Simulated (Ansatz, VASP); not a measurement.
**One calculation of SnO2, two programs**

```
Sn O
1.0
     4.73800    0.00000    0.00000
     0.00000    4.73800    0.00000
     0.00000    0.00000    3.18650
Sn O
2 4
Direct
  0.00000 0.00000 0.00000
  0.50000 0.50000 0.50000
  0.30710 0.30710 0.00000
  0.19290 0.80710 0.50000
  0.69290 0.69290 0.00000
  0.80710 0.19290 0.50000
```

Alike in both runs: task single point; functional PBE; k mesh 4 × 4 × 6; no spin polarisation.

```csv
,VASP,Ansatz
version,VASP 6.6.1,Ansatz 0.2.0
potentials or method,"VASP PAW PBE potentials, release 64 (Sn_d, O), cutoff 520 eV","plane waves, PAW"
occupations,"gaussian, width 0.01 eV",fixed
valence electrons in the cell,52,52
```

```csv
,VASP,Ansatz,Ansatz less VASP
pressure (GPa),11.8,11.1,-0.71
"traceless stress, the component that is largest in VASP (GPa)",2.19,1.95,-0.246
```
